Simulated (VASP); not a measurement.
## LiHgS: relaxation of cell and atoms with PBE

The system is LiHgS.

```xyz
6
Lattice="4.0703 0.0000 0.0000 0.0000 4.0703 0.0000 0.0000 0.0000 7.0897" Properties=species:S:1:pos:R:3 pbc="T T T"
Li    0.0000    2.0352    2.4885
Li    2.0352    0.0000    4.6012
Hg    0.0000    0.0000    0.0000
Hg    2.0352    2.0352    0.0000
S     0.0000    2.0352    5.1542
S     2.0352    0.0000    1.9355
```

```
Program                : VASP 6.6.1
Task                   : relaxation of cell and atoms
Functional             : PBE
Potentials or basis    : VASP PAW PBE potentials, release 64 (Li_sv, Hg, S)
Cutoff                 : 600 eV
k mesh                 : 4 × 4 × 4
Occupations            : gaussian, width 0.1 eV
Spin                   : no spin polarisation
Dipole correction      : no
Further INCAR settings : ALGO = Normal; EDIFF = 1e-07; IBRION = 2; EDIFFG = -0.04; NSW = 90; ISIF = 3
```

```yaml
Relaxed_volume: 20.31 Å³/atom
Relaxed_cell: a = 4.057 Å, b = 4.057 Å, c = 7.405 Å, α = 90.00°, β = 90.00°, γ = 90.00°
Space_group_after_relaxing_to_0.1_Å: P4/nmm (No. 129)
Energy_gained_by_relaxing: 94.6 meV/atom
Ionic_steps: 11
Pressure_after_relaxing: 0.1 GPa
Largest_force_after_relaxing: 0.038 eV/Å
Band_gap_on_the_k_mesh: zero (bands 21 and 22 overlap by 1.40 eV)
```

Forces in eV/Å, atoms in the order of the input:
```
Li   0.000  0.000  0.038
Li   0.000  0.000 -0.038
Hg   0.000  0.000  0.000
Hg   0.000  0.000  0.000
S    0.000  0.000  0.016
S    0.000  0.000 -0.016
```

The path:
```tsv
step	energy change (eV)	largest force (eV/Å)	pressure (GPa)	volume (Å³)
1	0.0000	1.8436	5.54	117.46
2	-0.3739	0.7256	-0.95	129.33
3	-0.3778	0.6288	-1.47	130.75
4	-0.4524	0.5136	-1.17	128.31
5	-0.5583	0.0161	0.33	121.16
6	-0.5585	0.0214	0.22	121.51
7	-0.5641	0.0376	-0.03	122.04
8	-0.5656	0.0565	-0.23	122.48
9	-0.5670	0.0446	0.09	121.70
10	-0.5670	0.0445	0.09	121.70
11	-0.5676	0.0376	0.06	121.88
```

Final structure:
```yaml
crystal:
  lattice:
    - [4.05686, 0.00000, 0.00000]
    - [0.00000, 4.05686, 0.00000]
    - [0.00000, 0.00000, 7.40536]
  atoms:
    - { symbol: Li, position: [0.00000, 0.50000, 0.36230] }
    - { symbol: Li, position: [0.50000, 0.00000, 0.63770] }
    - { symbol: Hg, position: [0.00000, 0.00000, 0.00000] }
    - { symbol: Hg, position: [0.50000, 0.50000, 0.00000] }
    - { symbol: S, position: [0.00000, 0.50000, 0.69088] }
    - { symbol: S, position: [0.50000, 0.00000, 0.30912] }
```

Levels at points of the mesh, in eV from the Fermi level:
```tsv
k point	band 18	band 19	band 20	band 21	band 22	band 23	band 24	band 25
(0.00, 0.00, 0.00)	-1.65	-1.19	-0.58	-0.58	2.66	2.77	3.46	3.46
(0.50, 0.00, 0.00)	-2.70	-0.78	-0.78	0.22	0.22	3.56	3.56	6.35
(0.50, 0.50, 0.00)	-2.53	-2.35	-2.35	-0.18	-0.18	0.87	0.87	6.01
(0.00, 0.00, 0.50)	-1.19	-1.17	-1.17	0.13	2.00	2.74	3.73	3.73
(0.50, 0.00, 0.50)	-1.86	-0.92	-0.92	-0.76	-0.76	4.48	4.48	5.78
(0.50, 0.50, 0.50)	-2.77	-2.55	-2.55	0.64	0.64	1.01	1.01	4.62
```

Wall time 8.3 min on 1 thread of AMD EPYC 7R13 Processor (Zen 3), with other jobs on the host, peak memory 0.28 GiB.

Caveat: the k points lie up to 0.39 Å⁻¹ apart in the final cell, too coarse for converged energies and pressures of a metal; the cutoff is under 1.25 times the usual one of these potentials, so pressure, stress and relaxed cells hold a basis-set (Pulay) error; spin-orbit coupling is left out, which moves the levels of the heavy elements.
